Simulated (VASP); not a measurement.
A run of VASP 6.6.1:

The input INCAR:

```
SYSTEM = Mg2SO
ALGO = Normal
EDIFF = 1E-6
ENCUT = 520
GGA = PE
ISIF = 2
ISMEAR = 0
LASPH = .True.
LCHARG = .True.
LELF = .True.
LREAL = .False.
LVHAR = .True.
LWAVE = .False.
NBANDS = 16
NELM = 100
PREC = Accurate
SIGMA = 0.01
```

The input KPOINTS:

```
k-points
0
Gamma
  9 9 9
  0 0 0
```

File POSCAR:

```
Mg2SO
1.0
    1.6831813653      0.9717852144      5.5463799167
   -1.6831813653      0.9717852144      5.5463799167
    0.0000000000     -1.9435704287      5.5463799167
Mg S O
2 1 1
Direct
    0.2385294128      0.2385294128      0.2385294128
    0.7614705872      0.7614705872      0.7614705872
    0.0000000000      0.0000000000      0.0000000000
    0.5000000000      0.5000000000      0.5000000000
```

Potentials or basis: VASP PAW PBE potentials, release 64 (Mg, S, O).

Launch:

```sh
$ cat potpaw_PBE.64/Mg/POTCAR potpaw_PBE.64/S/POTCAR potpaw_PBE.64/O/POTCAR > POTCAR
$ mpirun -np 1 vasp_std > vasp.out
```

Hardware: 1 thread of Intel(R) Xeon(R) 6975P-C (Granite Rapids), on a shared host.

Question: Estimate the wall time of this run.

Answer: It took 110 s on 1 thread of Intel(R) Xeon(R) 6975P-C (Granite Rapids) (shared host), peak memory 0.35 GiB. Counts: scf iterations 14, k points 85.
